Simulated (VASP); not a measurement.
# HfSiO4 (kpbe) (I4_1/amd) in VASP: notebook

The runs below take HfSiO4 (kpbe) through single point, with PBE.

Program: VASP 6.6.1. These are calculated values, not measurements. Logs are shortened: lines on timing, memory, paths and dates and some standing lists are left out, and cuts for length are marked.

### 1 The cell of the first run

The structure is tetragonal, space group I4_1/amd (No. 141). Conventional cell: a = 6.553 Å, b = 6.553 Å, c = 5.964 Å, α = 90.00°, β = 90.00°, γ = 90.00°. Within 2.8 Å of Hf (site symmetry -4m2) lie 8 O at 2.10 to 2.26 Å. Si (site symmetry -4m2) has 4 O at 1.62 Å within 2.2 Å. Within 2.2 Å of O (site symmetry m) lie 1 Si at 1.62 Å and 1 Hf at 2.10 Å.

### 2 Single point, PBE

INCAR reads:

```
SYSTEM = HfSiO4
ALGO = Normal ; EDIFF = 1E-6
ENCUT = 520 ; GGA = PE
ISIF = 2 ; ISMEAR = 0
LASPH = .True. ; LCHARG = .False.
LREAL = .False. ; LWAVE = .False.
NBANDS = 50 ; NELM = 100
PREC = Accurate ; SIGMA = 0.1
```

KPOINTS reads:

```
k-points
0
Gamma
  4 4 4
  0 0 0
```

POSCAR reads:

```
HfSiO4
1.0
   -3.2767016800      3.2767016800      2.9822469600
    3.2767016800     -3.2767016800      2.9822469600
    3.2767016800      3.2767016800     -2.9822469600
Hf Si O
2 2 8
Direct
    0.0000000000      0.0000000000      0.0000000000
    0.7500000000      0.2500000000      0.5000000000
    0.2500000000      0.7500000000      0.5000000000
    0.5000000000      0.5000000000      0.0000000000
    0.1340875500      0.3192007700      0.8148867800
    0.0692007700      0.7543139900      0.6851132200
    0.0692007700      0.3840875500      0.3148867800
    0.5043139900      0.3192007700      0.1851132200
    0.6807992300      0.4956860100      0.8148867800
    0.6159124500      0.9307992300      0.6851132200
    0.2456860100      0.9307992300      0.3148867800
    0.6807992300      0.8659124500      0.1851132200
```

Potentials or basis: VASP PAW PBE potentials, release 64 (Hf_pv, Si, O).

Command:

```
> cat potpaw_PBE.64/Hf_pv/POTCAR potpaw_PBE.64/Si/POTCAR potpaw_PBE.64/O/POTCAR > POTCAR
> mpirun -np 1 vasp_std > vasp.out
```

OUTCAR:

```text
SYSTEM = HfSiO4
   EDIFF = 1E-6
   ENCUT = 520
   GGA = PE
   ISIF = 2
   ISMEAR = 0
   LASPH = .True.
   LREAL = .False.
   NELM = 100
   PREC = Accurate

 ion  position               nearest neighbor table
   1  0.000  0.000  0.000-   7 2.10  10 2.10   6 2.10  11 2.10   5 2.26  12 2.26   8 2.26   9 2.26
                             4 2.98   4 2.98   2 3.60   2 3.60   2 3.60   2 3.60
   2  0.750  0.250  0.500-   5 2.10  12 2.10   9 2.10   8 2.10  10 2.26   7 2.26   6 2.26  11 2.26
                             3 2.98   3 2.98   1 3.60   1 3.60   1 3.60   1 3.60
   3  0.250  0.750  0.500-   6 1.62  11 1.62  10 1.62   7 1.62   2 2.98   2 2.98
   4  0.500  0.500  0.000-   8 1.62   9 1.62   5 1.62  12 1.62   1 2.98   1 2.98
   5  0.134  0.319  0.815-   4 1.62   2 2.10   1 2.26
   6  0.069  0.754  0.685-   3 1.62   1 2.10   2 2.26
   7  0.069  0.384  0.315-   3 1.62   1 2.10   2 2.26
   8  0.504  0.319  0.185-   4 1.62   2 2.10   1 2.26
   9  0.681  0.496  0.815-   4 1.62   2 2.10   1 2.26
  10  0.616  0.931  0.685-   3 1.62   1 2.10   2 2.26
  11  0.246  0.931  0.315-   3 1.62   1 2.10   2 2.26
  12  0.681  0.866  0.185-   4 1.62   2 2.10   1 2.26

  LATTYP: Found a body centered tetragonal cell.
 ALAT       =     6.5534033600
 C/A-ratio  =     0.9101368544

  Lattice vectors:

 A1 = (  -3.2767016800,   3.2767016800,   2.9822469600)
 A2 = (   3.2767016800,  -3.2767016800,   2.9822469600)
 A3 = (   3.2767016800,   3.2767016800,  -2.9822469600)

Analysis of symmetry for initial positions (statically):
=====================================================================
 Subroutine PRICEL returns:
 Original cell was already a primitive cell.

 Routine SETGRP: Setting up the symmetry group for a
 body centered tetragonal supercell.

 Subroutine GETGRP returns: Found 16 space group operations
 (whereof  8 operations were pure point group operations)
 out of a pool of 16 trial point group operations.

The static configuration has the point symmetry D_2d.
 The point group associated with its full space group is D_4h.

Analysis of symmetry for dynamics (positions and initial velocities):
=====================================================================
 Subroutine PRICEL returns:
 Original cell was already a primitive cell.

 Routine SETGRP: Setting up the symmetry group for a
 body centered tetragonal supercell.

 Subroutine GETGRP returns: Found 16 space group operations
 (whereof  8 operations were pure point group operations)
 out of a pool of 16 trial point group operations.

The dynamic configuration has the point symmetry D_2d.
 The point group associated with its full space group is D_4h.

 Subroutine INISYM returns: Found 16 space group operations
 (whereof  8 operations are pure point group operations),
 and found     1 'primitive' translations

----------------------------------------------------------------------------------------

                                     Primitive cell

  volume of cell :     128.0788

  direct lattice vectors                    reciprocal lattice vectors
    -3.276701680  3.276701680  2.982246960     0.000000000  0.152592469  0.167658818
     3.276701680 -3.276701680  2.982246960     0.152592469  0.000000000  0.167658818
     3.276701680  3.276701680 -2.982246960     0.152592469  0.152592469  0.000000000

  length of vectors
     5.510657377  5.510657377  5.510657377     0.226702318  0.226702318  0.215798339

  position of ions in fractional coordinates (direct lattice)
     0.000000000  0.000000000  0.000000000
     0.750000000  0.250000000  0.500000000
     0.250000000  0.750000000  0.500000000
     0.500000000  0.500000000  0.000000000
     0.134087550  0.319200770  0.814886780
     0.069200770  0.754313990  0.685113220
     0.069200770  0.384087550  0.314886780
     0.504313990  0.319200770  0.185113220
     0.680799230  0.495686010  0.814886780
     0.615912450  0.930799230  0.685113220
     0.245686010  0.930799230  0.314886780
     0.680799230  0.865912450  0.185113220

  ion indices of the primitive-cell ions
   primitive index   ion index
                 1           1
                 2           2
                 3           3
                 4           4
                 5           5
                 6           6
                 7           7
                 8           8
                 9           9
                10          10
                11          11
                12          12

----------------------------------------------------------------------------------------

 KPOINTS: k-points

Automatic generation of k-mesh.
 Grid dimensions read from file:
 generate k-points for:    4    4    4

 Generating k-lattice:

  Cartesian coordinates                     Fractional coordinates (reciprocal lattice)
     0.000000000  0.038148117  0.041914704     0.250000000 -0.000000000  0.000000000
     0.038148117  0.000000000  0.041914704    -0.000000000  0.250000000  0.000000000
     0.038148117  0.038148117  0.000000000     0.000000000  0.000000000  0.250000000

  Length of vectors
     0.056675579  0.056675579  0.053949585

  Shift w.r.t. Gamma in fractional coordinates (k-lattice)
     0.000000000  0.000000000  0.000000000

 Subroutine IBZKPT returns following result:
 ===========================================

 Found     13 irreducible k-points:

 Following reciprocal coordinates:
            Coordinates               Weight
  0.000000  0.000000  0.000000      1.000000
  0.250000  0.000000 -0.000000      8.000000
  0.500000  0.000000 -0.000000      4.000000
  0.250000  0.250000 -0.000000      8.000000
  0.500000  0.250000 -0.000000     16.000000
 -0.250000  0.250000  0.000000      4.000000
  0.500000  0.500000 -0.000000      2.000000
  0.250000  0.250000  0.250000      2.000000
 -0.250000  0.250000  0.250000      4.000000
  0.500000  0.500000  0.250000      4.000000
 -0.250000  0.500000  0.250000      8.000000
 -0.250000 -0.250000  0.250000      2.000000
  0.500000  0.500000  0.500000      1.000000
   k-points           NKPTS =     13   k-points in BZ     NKDIM =     13   number of bands    NBANDS=     50
   number of dos      NEDOS =    301   number of ions     NIONS =     12
   total plane-waves  NPLWV =  74088
   dimension x,y,z NGX =    42 NGY =   42 NGZ =   42
   dimension x,y,z NGXF=    84 NGYF=   84 NGZF=   84
   ions per type =               2   2   8
   NGX,Y,Z   is equivalent  to a cutoff of  12.67, 12.67, 12.67 a.u.
   NGXF,Y,Z  is equivalent  to a cutoff of  25.34, 25.34, 25.34 a.u.
 SYSTEM =  HfSiO4
   PREC   = accura    normal or accurate (medium, high low for compatibility)
   ISTART =      0    job   : 0-new  1-cont  2-samecut
   ICHARG =      2    charge: 1-file 2-atom 10-const
   ISPIN  =      1    spin polarized calculation?
   LNONCOLLINEAR =      F non collinear calculations
   LSORBIT =      F    spin-orbit coupling
   LASPH  =      T    aspherical Exc in radial PAW
   ENCUT  =  520.0 eV  38.22 Ry    6.18 a.u.  10.25 10.25 10.25*2*pi/ulx,y,z
   NELM   =    100;   NELMIN=  2; NELMDL= -5     # of ELM steps
   EDIFF  = 0.1E-05   stopping-criterion for ELM
   LREAL  =      F    real-space projection
   EDIFFG = 0.1E-04   stopping-criterion for IOM
   NSW    =      0    number of steps for IOM
   IBRION =     -1    ionic relax: 0-MD 1-quasi-New 2-CG
   NFREE  =      0    steps in history (QN), initial steepest desc. (CG)
   ISIF   =      2    stress and relaxation
   ISYM   =      2    0-nonsym 1-usesym 2-fastsym
   POTIM  = 0.5000    time-step for ionic-motion
   TEBEG  =    0.0;   TEEND  =   0.0 temperature during run
   PSTRESS=    0.0 pullay stress
   NELECT =      76.0000    total number of electrons
   NUPDOWN=      -1.0000    fix difference up-down
   EMIN   =  10.00;   EMAX   =-10.00  energy-range for DOS
   EFERMI =   0.00;   METHOD = LEGACY
   ISMEAR =     0;   SIGMA  =   0.10  broadening in eV -4-tet -1-fermi 0-gaus
   EFERMI_NEDOS =   21; number of points for ismear=-14 and -15
   IALGO  =     38    algorithm
   IMIX   =      4    mixing-type and parameters
     AMIX     =   0.40;   BMIX     =  1.00
     AMIX_MAG =   1.60;   BMIX_MAG =  1.00
  volume/ion in A,a.u.               =      10.67        72.03
  Fermi-wavevector in a.u.,A,eV,Ry     =   1.375689  2.599675 25.749296  1.892520
  Thomas-Fermi vector in A             =   2.501002
   LORBIT       =      0    0 simple, 1 ext, 2 COOP (PROOUT), +10 PAW based schemes
   GGA     = PE    functional components
   LHFCALC =     F    Hartree Fock is set to
   AEXX    =    0.0000 exact exchange contribution
   IVDW    =     0    specifies the selected vdW correction
   LEPSILON=     F    determine dielectric tensor
   LRPA    =     F    only Hartree local field effects (RPA)
 non-spin polarized calculation
 Gauss-broadening in eV      SIGMA  =   0.10
  energy-cutoff  :      520.00
  volume of cell :      128.08
 maximum number of plane-waves:      3468
 NGX is ok and might be reduce to    42
   NGX = 21   NGY = 21   NGZ = 21

 number of electron      75.9999995 magnetization

 Free energy of the ion-electron system (eV)
  ---------------------------------------------------
  ext. energy  EPLUGINS =         0.00000000
  ---------------------------------------------------
  free energy    TOTEN  =      -108.58656710 eV

  energy without entropy =     -108.58656710  energy(sigma->0) =     -108.58656710

 E-fermi :   3.8829     XC(G=0): -11.1254

 val. band max:        3.3599948086   @ k =   0.0000   0.0000   0.0000
 cond. band min:       8.8258532924   @ k =   0.5000   0.5000  -0.0000
 fundamental gap:      5.4658584837
 Fermi energy:         3.8829259722

 k-point     1 :       0.0000    0.0000    0.0000
  band No.  band energies     occupation
      1     -25.9183      2.00000
      2     -25.9183      2.00000
      3     -25.8405      2.00000
      4     -25.8279      2.00000
      5     -25.7329      2.00000
      6     -25.7329      2.00000
[... 42 lines left out ...]
     49      12.7099      0.00000
     50      13.2237      0.00000

 k-point     2 :       0.2500    0.0000   -0.0000
  band No.  band energies     occupation
      1     -25.9216      2.00000
      2     -25.9146      2.00000
      3     -25.8501      2.00000
      4     -25.8185      2.00000
      5     -25.7419      2.00000
      6     -25.7299      2.00000
[... 42 lines left out ...]
     49      12.4804      0.00000
     50      13.0667      0.00000

 k-point     3 :       0.5000    0.0000   -0.0000
  band No.  band energies     occupation
      1     -25.9249      2.00000
      2     -25.8981      2.00000
      3     -25.8850      2.00000
      4     -25.7782      2.00000
      5     -25.7690      2.00000
      6     -25.7271      2.00000
[... 42 lines left out ...]
     49      12.6891      0.00000
     50      13.3557      0.00000

 k-point     4 :       0.2500    0.2500   -0.0000
  band No.  band energies     occupation
      1     -25.9315      2.00000
      2     -25.9046      2.00000
      3     -25.8547      2.00000
      4     -25.8140      2.00000
      5     -25.7503      2.00000
      6     -25.7273      2.00000
[... 416 lines left out ...]
 k-point    12 :      -0.2500   -0.2500    0.2500
  band No.  band energies     occupation
      1     -25.9251      2.00000
      2     -25.9251      2.00000
      3     -25.8446      2.00000
      4     -25.8314      2.00000
      5     -25.7269      2.00000
      6     -25.7269      2.00000
[... 42 lines left out ...]
     49      12.2098      0.00000
     50      12.9954      0.00000

 k-point    13 :       0.5000    0.5000    0.5000
  band No.  band energies     occupation
      1     -25.9325      2.00000
      2     -25.9325      2.00000
      3     -25.8356      2.00000
      4     -25.8356      2.00000
      5     -25.7206      2.00000
      6     -25.7206      2.00000
[... 42 lines left out ...]
     49      12.9966      0.00000
     50      12.9966      0.00000

------------------------ aborting loop because EDIFF is reached ----------------------------------------

  FORCE on cell =-STRESS in cart. coord.  units (eV):
  Direction    XX          YY          ZZ          XY          YZ          ZX
  --------------------------------------------------------------------------------------
  -------------------------------------------------------------------------------------
  Total        5.2971116      5.2971116      5.5620212      0.0000000     -0.0000000      0.0000000
  in kB       66.2631839     66.2631839     69.5770187      0.0000000     -0.0000000      0.0000000
  external PRESSURE =      67.3677955 kB  Pullay stress =       0.0000000 kB

 VOLUME and BASIS-vectors are now :
 -----------------------------------------------------------------------------
  energy-cutoff  :      520.00
  volume of cell :      128.08
      direct lattice vectors                 reciprocal lattice vectors
    -3.276701680  3.276701680  2.982246960     0.000000000  0.152592469  0.167658818
     3.276701680 -3.276701680  2.982246960     0.152592469  0.000000000  0.167658818
     3.276701680  3.276701680 -2.982246960     0.152592469  0.152592469  0.000000000

 POSITION                                       TOTAL-FORCE (eV/Angst)
 -----------------------------------------------------------------------------------
      0.00000      0.00000      0.00000         0.000000     -0.000000      0.000000
      0.00000      3.27670      1.49112         0.000000     -0.000000     -0.000000
      3.27670      0.00000      1.49112         0.000000     -0.000000      0.000000
      0.00000      0.00000      2.98225         0.000000     -0.000000      0.000000
      3.27670      2.06358     -1.07838         0.000000     -0.213788     -0.163025
      4.48982      0.00000      0.41275         0.213788     -0.000000     -0.163025
      2.06358      0.00000      0.41275        -0.213788     -0.000000     -0.163025
     -0.00000      1.21312      1.90387         0.000000      0.213788     -0.163025
      2.06358      3.27670      1.07838        -0.213788     -0.000000      0.163025
      3.27670      1.21312      2.56950         0.000000      0.213788      0.163025
      3.27670     -1.21312      2.56950         0.000000     -0.213788      0.163025
      1.21312     -0.00000      4.06062         0.213788     -0.000000      0.163025
 -----------------------------------------------------------------------------------
    total drift:                                0.000000      0.000000     -0.000000

  FREE ENERGIE OF THE ION-ELECTRON SYSTEM (eV)
  ---------------------------------------------------
  free  energy   TOTEN  =      -108.5865670995 eV

  energy  without entropy=     -108.5865670995  energy(sigma->0) =     -108.58656710
```

Run time: 91 s. Hardware: 1 thread of Intel Xeon Platinum 8259CL at 2.50GHz (Skylake/Cascade Lake), shared host; peak memory 0.29 GiB.

What came out:

```
Free energy            : -108.5866 eV
Pressure               : 6.7 GPa
Largest force          : 0.269 eV/Å
Band gap on the k mesh : 5.47 eV, indirect (least direct gap 5.86 eV)
```

Forces on the atoms (eV/Å):
```
Hf   0.000  0.000  0.000
Hf   0.000  0.000  0.000
Si   0.000  0.000  0.000
Si   0.000  0.000  0.000
O    0.000 -0.214 -0.163
O    0.214  0.000 -0.163
O   -0.214  0.000 -0.163
O    0.000  0.214 -0.163
O   -0.214  0.000  0.163
O    0.000  0.214  0.163
O    0.000 -0.214  0.163
O    0.214  0.000  0.163
```

Stress tensor (GPa, compression positive):
```
6.63 0.00 0.00
0.00 6.63 0.00
0.00 0.00 6.96
```

Levels at points of the mesh, in eV from the valence-band top:
| k point | band 36 | band 37 | band 38 | band 39 | band 40 | band 41 |
| --- | --- | --- | --- | --- | --- | --- |
| (0.00, 0.00, 0.00) | -0.57 | -0.56 | 0.00 | 5.86 | 6.15 | 6.25 |
| (0.50, 0.00, 0.00) | -0.84 | -0.27 | -0.18 | 5.74 | 5.88 | 6.63 |
| (0.50, 0.50, 0.00) | -0.94 | -0.61 | -0.61 | 5.47 | 5.47 | 6.57 |
| (0.50, 0.50, 0.50) | -1.12 | -0.86 | -0.86 | 6.34 | 6.34 | 6.69 |

Caveat: spin-orbit coupling is left out, which moves the levels of the heavy elements. A k mesh can miss the band edges.

### 3 Single point, PBE

This run uses another cell than the first one, of 11.05 Å³/atom, 1.036 times its volume.

INCAR reads:

```
SYSTEM = HfSiO4
PREC = Accurate
ENCUT = 520
EDIFF = 1E-7
ISMEAR = 0
SIGMA = 0.1
LREAL = .FALSE.
LASPH = .TRUE.
NELM = 80
ALGO = Normal
ISIF = 2
LWAVE = .FALSE.
LCHARG = .FALSE.
GGA = PE
NBANDS = 50
```

KPOINTS reads:

```
regular mesh
0
G
  4 4 4
  0 0 0
```

POSCAR reads:

```
HfSiO4
1.0
   -3.3210954095      3.3210954095      3.0066189099
    3.3210954095     -3.3210954095      3.0066189099
    3.3210954095      3.3210954095     -3.0066189099
Hf Si O
2 2 8
Direct
    0.0000000000      0.0000000000      0.0000000000
    0.7500000000      0.2500000000      0.5000000000
    0.2500000000      0.7500000000      0.5000000000
    0.5000000000      0.5000000000      0.0000000000
    0.1348005254      0.3192953947      0.8155051307
    0.0692953947      0.7537902640      0.6844948693
    0.0692953947      0.3848005254      0.3155051307
    0.5037902640      0.3192953947      0.1844948693
    0.6807046053      0.4962097360      0.8155051307
    0.6151994746      0.9307046053      0.6844948693
    0.2462097360      0.9307046053      0.3155051307
    0.6807046053      0.8651994746      0.1844948693
```

Potentials or basis: VASP PAW PBE potentials, release 64 (Hf_pv, Si, O).

Command:

```
> cat potpaw_PBE.64/Hf_pv/POTCAR potpaw_PBE.64/Si/POTCAR potpaw_PBE.64/O/POTCAR > POTCAR
> mpirun -np 1 vasp_std > vasp.out
```

It took 1.7 min on 1 thread of Intel Xeon Platinum 8259CL at 2.50GHz (Skylake/Cascade Lake), shared host; peak memory 0.29 GiB.

Results (log left out):

```yaml
Free_energy: -108.6588 eV
Pressure: -1.4 GPa
Largest_force: 0.186 eV/Å
Band_gap_on_the_k_mesh: 5.28 eV, indirect (least direct gap 5.61 eV)
```

Forces in eV/Å, atoms in the order of the input:
```
Hf   0.000  0.000  0.000
Hf   0.000  0.000  0.000
Si   0.000  0.000  0.000
Si   0.000  0.000  0.000
O    0.000 -0.108 -0.152
O    0.108  0.000 -0.152
O   -0.108  0.000 -0.152
O    0.000  0.108 -0.152
O   -0.108  0.000  0.152
O    0.000  0.108  0.152
O    0.000 -0.108  0.152
O    0.108  0.000  0.152
```

Stress tensor (GPa, compression positive):
```
-1.56  0.00  0.00
 0.00 -1.56  0.00
 0.00  0.00 -1.14
```

Levels at points of the mesh, in eV from the valence-band top:
| k point | band 34 | band 35 | band 36 | band 37 | band 38 | band 39 | band 40 | band 41 | band 42 | band 43 |
| --- | --- | --- | --- | --- | --- | --- | --- | --- | --- | --- |
| (0.00, 0.00, 0.00) | -0.69 | -0.60 | -0.60 | -0.53 | 0.00 | 5.61 | 5.91 | 5.98 | 6.04 | 6.04 |
| (0.50, 0.00, 0.00) | -1.12 | -0.94 | -0.80 | -0.25 | -0.22 | 5.51 | 5.66 | 6.38 | 6.54 | 6.65 |
| (0.50, 0.50, 0.00) | -0.97 | -0.90 | -0.90 | -0.58 | -0.58 | 5.28 | 5.28 | 6.34 | 6.34 | 6.35 |
| (0.50, 0.50, 0.50) | -1.30 | -1.07 | -1.07 | -0.90 | -0.90 | 6.07 | 6.07 | 6.38 | 6.38 | 6.53 |

Caveat: spin-orbit coupling is left out, which moves the levels of the heavy elements.
